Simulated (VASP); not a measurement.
# Mo16H in VASP: single point with PBE

Aim: the single point of Mo16H with PBE.

All numbers are computed with VASP 6.6.1; they aren't measurements. Logs are shortened: lines on timing, memory, paths and dates and some standing lists are left out, and cuts for length are marked.

## (1) The cell of the first run

The cell holds a slab with vacuum, 17 atoms: a = 6.321 Å, b = 6.321 Å, c = 20.088 Å, α = 90.00°, β = 90.00°, γ = 90.00°.

## (2) Single point, PBE

Contents of INCAR:

```
SYSTEM = Mo16H
  PREC = Accurate
  ENCUT = 520
  EDIFF = 1E-7
  ISMEAR = 0
  SIGMA = 0.1
  LREAL = Auto
  LASPH = .True.
  NELM = 80
  ALGO = Normal
  ISIF = 2
  LWAVE = .False.
  LCHARG = .True.
  LDIPOL = .True.
  IDIPOL = 3
  DIPOL = 0.5 0.5 0.324
  GGA = PE
  LELF = .True.
  LVHAR = .True.
  LVACPOTAV = .True.
  NBANDS = 126
```

Contents of KPOINTS:

```
regular mesh
0
Gamma
  4 4 1
  0 0 0
```

Contents of POSCAR:

```
Mo16H
1.0
    6.3209357483      0.0000000000      0.0000000000
    0.0000000000      6.3209357483      0.0000000000
    0.0000000000      0.0000000000     20.0883894453
Mo H
16 1
Direct
    0.2500000000      0.2500000000      0.1991199947
    0.2500000000      0.7500000000      0.1991199947
    0.7500000000      0.2500000000      0.1991199947
    0.7500000000      0.7500000000      0.1991199947
    0.0000000000      0.0000000000      0.2777840379
    0.0000000000      0.5000000000      0.2777840379
    0.5000000000      0.0000000000      0.2777840379
    0.5000000000      0.5000000000      0.2777840379
    0.2500000000      0.2500000000      0.3589730499
    0.2500000000      0.7500000000      0.3589730499
    0.7500000000      0.2500000000      0.3589730499
    0.7500000000      0.7500000000      0.3589730499
    0.0000000000      0.0000000000      0.4275300152
    0.0000000000      0.5000000000      0.4275300152
    0.5000000000      0.0000000000      0.4275300152
    0.5000000000      0.5000000000      0.4275300152
    0.2500000000      0.2500000000      0.4550118173
```

Potentials or basis: VASP PAW PBE potentials, release 64 (Mo_sv, H).

Command:

```bash
$ cat potpaw_PBE.64/Mo_sv/POTCAR potpaw_PBE.64/H/POTCAR > POTCAR
$ mpirun -np 1 vasp_std > vasp.out
```

OUTCAR:

```text
SYSTEM = Mo16H
   PREC = Accurate
   ENCUT = 520
   EDIFF = 1E-7
   ISMEAR = 0
   LREAL = Auto
   LASPH = .True.
   NELM = 80
   ISIF = 2
   GGA = PE

 ion  position               nearest neighbor table
   1  0.250  0.250  0.199-   5 2.74   6 2.74   7 2.74   8 2.74   2 3.16   3 3.16   2 3.16   3 3.16
                             9 3.21
   2  0.250  0.750  0.199-   5 2.74   6 2.74   7 2.74   8 2.74   1 3.16   4 3.16   1 3.16   4 3.16
                            10 3.21
   3  0.750  0.250  0.199-   5 2.74   6 2.74   7 2.74   8 2.74   1 3.16   4 3.16   4 3.16   1 3.16
                            11 3.21
   4  0.750  0.750  0.199-   5 2.74   6 2.74   7 2.74   8 2.74   2 3.16   3 3.16   3 3.16   2 3.16
                            12 3.21
   5  0.000  0.000  0.278-   1 2.74   2 2.74   3 2.74   4 2.74   9 2.77  10 2.77  11 2.77  12 2.77
                            13 3.01   7 3.16   6 3.16   6 3.16   7 3.16
   6  0.000  0.500  0.278-   1 2.74   2 2.74   3 2.74   4 2.74   9 2.77  10 2.77  11 2.77  12 2.77
                            14 3.01   8 3.16   5 3.16   5 3.16   8 3.16
   7  0.500  0.000  0.278-   1 2.74   2 2.74   3 2.74   4 2.74   9 2.77  10 2.77  11 2.77  12 2.77
                            15 3.01   8 3.16   5 3.16   8 3.16   5 3.16
   8  0.500  0.500  0.278-   1 2.74   2 2.74   3 2.74   4 2.74   9 2.77  10 2.77  11 2.77  12 2.77
                            16 3.01   7 3.16   6 3.16   7 3.16   6 3.16
   9  0.250  0.250  0.359-  17 1.93  14 2.63  15 2.63  16 2.63  13 2.63   6 2.77   7 2.77   8 2.77
                             5 2.77  11 3.16  10 3.16  10 3.16  11 3.16   1 3.21
  10  0.250  0.750  0.359-  13 2.63  14 2.63  15 2.63  16 2.63   5 2.77   6 2.77   7 2.77   8 2.77
                             9 3.16  12 3.16   9 3.16  12 3.16   2 3.21
  11  0.750  0.250  0.359-  13 2.63  14 2.63  15 2.63  16 2.63   5 2.77   6 2.77   7 2.77   8 2.77
                             9 3.16  12 3.16  12 3.16   9 3.16   3 3.21
  12  0.750  0.750  0.359-  13 2.63  14 2.63  15 2.63  16 2.63   5 2.77   6 2.77   7 2.77   8 2.77
                            10 3.16  11 3.16  11 3.16  10 3.16   4 3.21
  13  0.000  0.000  0.428-   9 2.63  10 2.63  11 2.63  12 2.63   5 3.01  14 3.16  15 3.16  14 3.16
                            15 3.16
  14  0.000  0.500  0.428-   9 2.63  10 2.63  11 2.63  12 2.63   6 3.01  13 3.16  16 3.16  13 3.16
                            16 3.16
  15  0.500  0.000  0.428-   9 2.63  10 2.63  11 2.63  12 2.63   7 3.01  13 3.16  16 3.16  16 3.16
                            13 3.16
  16  0.500  0.500  0.428-   9 2.63  10 2.63  11 2.63  12 2.63   8 3.01  14 3.16  15 3.16  15 3.16
                            14 3.16
  17  0.250  0.250  0.455-   9 1.93

  LATTYP: Found a simple tetragonal cell.
 ALAT       =     6.3209357483
 C/A-ratio  =     3.1780720838

  Lattice vectors:

 A1 = (   6.3209357483,   0.0000000000,   0.0000000000)
 A2 = (   0.0000000000,   6.3209357483,   0.0000000000)
 A3 = (   0.0000000000,   0.0000000000,  20.0883894453)

Analysis of symmetry for initial positions (statically):
=====================================================================
 Subroutine PRICEL returns:
 Original cell was already a primitive cell.

 Routine SETGRP: Setting up the symmetry group for a
 simple tetragonal supercell.

 Subroutine GETGRP returns: Found  8 space group operations
 (whereof  2 operations were pure point group operations)
 out of a pool of 16 trial point group operations.

The static configuration has the point symmetry C_1h.
 The point group associated with its full space group is C_4v.

Analysis of symmetry for dynamics (positions and initial velocities):
=====================================================================
 Subroutine PRICEL returns:
 Original cell was already a primitive cell.

 Routine SETGRP: Setting up the symmetry group for a
 simple tetragonal supercell.

 Subroutine GETGRP returns: Found  8 space group operations
 (whereof  2 operations were pure point group operations)
 out of a pool of 16 trial point group operations.

The dynamic configuration has the point symmetry C_1h.
 The point group associated with its full space group is C_4v.

 Subroutine INISYM returns: Found  8 space group operations
 (whereof  2 operations are pure point group operations),
 and found     1 'primitive' translations

----------------------------------------------------------------------------------------

                                     Primitive cell

  volume of cell :     802.6161

  direct lattice vectors                    reciprocal lattice vectors
     6.320935748  0.000000000  0.000000000     0.158204424  0.000000000  0.000000000
     0.000000000  6.320935748  0.000000000     0.000000000  0.158204424  0.000000000
     0.000000000  0.000000000 20.088389445     0.000000000  0.000000000  0.049779999

  length of vectors
     6.320935748  6.320935748 20.088389445     0.158204424  0.158204424  0.049779999

  position of ions in fractional coordinates (direct lattice)
     0.250000000  0.250000000  0.199119995
     0.250000000  0.750000000  0.199119995
     0.750000000  0.250000000  0.199119995
     0.750000000  0.750000000  0.199119995
     0.000000000  0.000000000  0.277784038
     0.000000000  0.500000000  0.277784038
[... 9 lines left out ...]
     0.500000000  0.500000000  0.427530015
     0.250000000  0.250000000  0.455011817

  ion indices of the primitive-cell ions
   primitive index   ion index
                 1           1
                 2           2
                 3           3
                 4           4
                 5           5
                 6           6
[... 9 lines left out ...]
                16          16
                17          17

----------------------------------------------------------------------------------------

 KPOINTS: regular mesh

Automatic generation of k-mesh.
 Grid dimensions read from file:
 generate k-points for:    4    4    1

 Generating k-lattice:

  Cartesian coordinates                     Fractional coordinates (reciprocal lattice)
     0.039551106  0.000000000  0.000000000     0.250000000  0.000000000  0.000000000
     0.000000000  0.039551106  0.000000000     0.000000000  0.250000000  0.000000000
     0.000000000  0.000000000  0.049779999     0.000000000  0.000000000  1.000000000

  Length of vectors
     0.039551106  0.039551106  0.049779999

  Shift w.r.t. Gamma in fractional coordinates (k-lattice)
     0.000000000  0.000000000  0.000000000

 Subroutine IBZKPT returns following result:
 ===========================================

 Found      6 irreducible k-points:

 Following reciprocal coordinates:
            Coordinates               Weight
  0.000000  0.000000  0.000000      1.000000
  0.250000  0.000000  0.000000      4.000000
  0.500000  0.000000  0.000000      2.000000
  0.250000  0.250000  0.000000      4.000000
  0.500000  0.250000  0.000000      4.000000
  0.500000  0.500000  0.000000      1.000000
   k-points           NKPTS =      6   k-points in BZ     NKDIM =      6   number of bands    NBANDS=    126
   number of dos      NEDOS =    301   number of ions     NIONS =     17
   total plane-waves  NPLWV = 345600
   dimension x,y,z NGX =    48 NGY =   48 NGZ =  150
   dimension x,y,z NGXF=    96 NGYF=   96 NGZF=  300
   ions per type =              16   1
   NGX,Y,Z   is equivalent  to a cutoff of  12.62, 12.62, 12.41 a.u.
   NGXF,Y,Z  is equivalent  to a cutoff of  25.25, 25.25, 24.83 a.u.
 SYSTEM =  Mo16H
   PREC   = accura    normal or accurate (medium, high low for compatibility)
   ISTART =      0    job   : 0-new  1-cont  2-samecut
   ICHARG =      2    charge: 1-file 2-atom 10-const
   ISPIN  =      1    spin polarized calculation?
   LNONCOLLINEAR =      F non collinear calculations
   LSORBIT =      F    spin-orbit coupling
   LASPH  =      T    aspherical Exc in radial PAW
   ENCUT  =  520.0 eV  38.22 Ry    6.18 a.u.  11.75 11.75 37.35*2*pi/ulx,y,z
   NELM   =     80;   NELMIN=  2; NELMDL= -5     # of ELM steps
   EDIFF  = 0.1E-06   stopping-criterion for ELM
   LREAL  =      T    real-space projection
   EDIFFG = 0.1E-05   stopping-criterion for IOM
   NSW    =      0    number of steps for IOM
   IBRION =     -1    ionic relax: 0-MD 1-quasi-New 2-CG
   NFREE  =      0    steps in history (QN), initial steepest desc. (CG)
   ISIF   =      2    stress and relaxation
   ISYM   =      2    0-nonsym 1-usesym 2-fastsym
   POTIM  = 0.5000    time-step for ionic-motion
   TEBEG  =    0.0;   TEEND  =   0.0 temperature during run
   PSTRESS=    0.0 pullay stress
   NELECT =     225.0000    total number of electrons
   NUPDOWN=      -1.0000    fix difference up-down
   EMIN   =  10.00;   EMAX   =-10.00  energy-range for DOS
   EFERMI =   0.00;   METHOD = LEGACY
   ISMEAR =     0;   SIGMA  =   0.10  broadening in eV -4-tet -1-fermi 0-gaus
   EFERMI_NEDOS =   21; number of points for ismear=-14 and -15
   IALGO  =     38    algorithm
   IMIX   =      4    mixing-type and parameters
     AMIX     =   0.40;   BMIX     =  1.00
     AMIX_MAG =   1.60;   BMIX_MAG =  1.00
  volume/ion in A,a.u.               =      47.21       318.61
  Fermi-wavevector in a.u.,A,eV,Ry     =   1.071436  2.024721 15.619160  1.147976
  Thomas-Fermi vector in A             =   2.207177
   LORBIT       =      0    0 simple, 1 ext, 2 COOP (PROOUT), +10 PAW based schemes
   GGA     = PE    functional components
   LHFCALC =     F    Hartree Fock is set to
   AEXX    =    0.0000 exact exchange contribution
   IVDW    =     0    specifies the selected vdW correction
   LEPSILON=     F    determine dielectric tensor
   LRPA    =     F    only Hartree local field effects (RPA)
 non-spin polarized calculation
 Gauss-broadening in eV      SIGMA  =   0.10
  energy-cutoff  :      520.00
  volume of cell :      802.62
 maximum number of plane-waves:     21671
 NGX is ok and might be reduce to    48
   NGX = 23   NGY = 23   NGZ = 75

 dipolmoment           0.000000      0.000000      0.001140 electrons x Angstroem

 number of electron     225.0000018 magnetization

 dipolmoment           0.000000      0.000000     -0.006355 electrons x Angstroem

 Free energy of the ion-electron system (eV)
  ---------------------------------------------------
  ext. energy  EPLUGINS =         0.00000000
  ---------------------------------------------------
  free energy    TOTEN  =      -162.25873234 eV

  energy without entropy =     -162.18226053  energy(sigma->0) =     -162.22049644

 E-fermi :   1.3277     XC(G=0):  -5.3450

 val. band max:        1.3104910163   @ k =   0.5000   0.2500   0.0000
 cond. band min:       1.3702552308   @ k =   0.2500   0.0000   0.0000
 fundamental gap:      0.0597642145
 Fermi energy:         1.3277271596

 k-point     1 :       0.0000    0.0000    0.0000
  band No.  band energies     occupation
      1     -59.6353      2.00000
      2     -59.5036      2.00000
      3     -59.4600      2.00000
      4     -59.4600      2.00000
      5     -59.4452      2.00000
      6     -59.4431      2.00000
[... 116 lines left out ...]
    123       2.8451      0.00000
    124       2.8951      0.00000

 k-point     2 :       0.2500    0.0000    0.0000
  band No.  band energies     occupation
      1     -59.6214      2.00000
      2     -59.5197      2.00000
      3     -59.4789      2.00000
      4     -59.4570      2.00000
      5     -59.4429      2.00000
      6     -59.4392      2.00000
[... 624 lines left out ...]
    123       2.3384      0.00000
    124       2.3385      0.00000
 [bands above 124 left out]

------------------------ aborting loop because EDIFF is reached ----------------------------------------

  FORCE on cell =-STRESS in cart. coord.  units (eV):
  Direction    XX          YY          ZZ          XY          YZ          ZX
  --------------------------------------------------------------------------------------
  -------------------------------------------------------------------------------------
  Total      -21.0056094    -21.0056094    -10.2386495      0.0000000      0.0000000      0.0000000
  in kB      -41.9312681    -41.9312681    -20.4383291      0.0000000      0.0000000      0.0000000
  external PRESSURE =     -34.7669551 kB  Pullay stress =       0.0000000 kB

 VOLUME and BASIS-vectors are now :
 -----------------------------------------------------------------------------
  energy-cutoff  :      520.00
  volume of cell :      802.62
      direct lattice vectors                 reciprocal lattice vectors
     6.320935748  0.000000000  0.000000000     0.158204424  0.000000000  0.000000000
     0.000000000  6.320935748  0.000000000     0.000000000  0.158204424  0.000000000
     0.000000000  0.000000000 20.088389445     0.000000000  0.000000000  0.049779999

 POSITION                                       TOTAL-FORCE (eV/Angst)
 -----------------------------------------------------------------------------------
      1.58023      1.58023      4.00000         0.000000     -0.000000      1.831876
      1.58023      4.74070      4.00000         0.000000     -0.000000      1.681585
      4.74070      1.58023      4.00000         0.000000     -0.000000      1.681585
      4.74070      4.74070      4.00000        -0.000000     -0.000000      1.787754
      0.00000      0.00000      5.58023        -0.003040     -0.003040     -1.806164
      0.00000      3.16047      5.58023        -0.003040      0.003040     -1.806164
[... 9 lines left out ...]
      3.16047      3.16047      8.58839         0.070711      0.070711      0.092359
      1.58023      1.58023      9.14045         0.000000      0.000000      0.004448
 -----------------------------------------------------------------------------------
    total drift:                                0.000000      0.000000     -0.002785

  FREE ENERGIE OF THE ION-ELECTRON SYSTEM (eV)
  ---------------------------------------------------
  free  energy   TOTEN  =      -162.2587323409 eV

  energy  without entropy=     -162.1822605310  energy(sigma->0) =     -162.22049644

 vacuum level on the upper side and lower side of the slab         5.126         5.155
```

Run time: 38 min. Hardware: 1 thread of Intel Xeon Platinum 8259CL at 2.50GHz (Skylake/Cascade Lake), shared host; peak memory 0.9 GiB.

What came out:

- Free energy: -162.2587 eV
- Largest force: 1.832 eV/Å
- Band gap on the k mesh: zero (an odd number of electrons rules out a gap without spin polarisation)

Forces in eV/Å, atoms in the order of the input:
```
Mo   0.000  0.000  1.832
Mo   0.000  0.000  1.682
Mo   0.000  0.000  1.682
Mo   0.000  0.000  1.788
Mo  -0.003 -0.003 -1.806
Mo  -0.003  0.003 -1.806
Mo   0.003 -0.003 -1.806
Mo   0.003  0.003 -1.806
Mo   0.000  0.000 -0.311
Mo   0.000  0.000  0.113
Mo   0.000  0.000  0.113
Mo   0.000  0.000 -0.046
Mo  -0.071 -0.071  0.092
Mo  -0.071  0.071  0.092
Mo   0.071 -0.071  0.092
Mo   0.071  0.071  0.092
H    0.000  0.000  0.004
```

Levels at points of the mesh, in eV from the Fermi level:
| k point | band 111 | band 112 | band 113 | band 114 | band 115 | band 116 |
| --- | --- | --- | --- | --- | --- | --- |
| (0.00, 0.00, 0.00) | -0.13 | 0.07 | 0.50 | 0.60 | 0.60 | 0.72 |
| (0.50, 0.00, 0.00) | -0.18 | -0.17 | -0.11 | -0.10 | 0.47 | 0.59 |
| (0.50, 0.50, 0.00) | -0.25 | -0.20 | -0.09 | -0.09 | -0.08 | -0.08 |
